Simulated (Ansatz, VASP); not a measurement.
## One calculation of ZnS, two programs

```
Zn S
1.0
     0.00000    2.62351    2.70465
     2.62351    0.00000    2.70465
     2.62351    2.62351    0.00000
Zn S
1 1
Direct
  0.00000 0.00000 0.00000
  0.75000 0.75000 0.75000
```

Change from the starting cell: equal xx and yy strain of -3 %, PAW files.

Alike in both runs: task electric field gradients; functional PBEsol; k mesh 8 × 8 × 8; occupations fermi-dirac, width 0.01 eV; no spin polarisation.

```csv
,VASP,Ansatz
version,VASP 6.6.1,Ansatz 0.2.0
potentials or method,"VASP PAW PBE potentials, release 64 (Zn, S)","PAW with Ansatz's default frozen-core files, scalar-relativistic"
plane-wave cutoff (eV),520,420
valence electrons in the cell,18,18
```

|  | VASP | Ansatz | Ansatz less VASP |
| --- | --- | --- | --- |
| gap on the k mesh at the Fermi level (eV) | 2.19 | 2.18 | -0.010 |
| pressure (GPa) | 2.9 | 2.6 | -0.22 |
| traceless stress, the component that is largest in VASP (GPa) | -0.88 | -0.88 | -0.006 |
| size of Vzz on the site where it differs most (V/Å²) | 6.4 | 6.7 | +0.24 |

VASP's potentials were made for PBE, not for PBEsol.
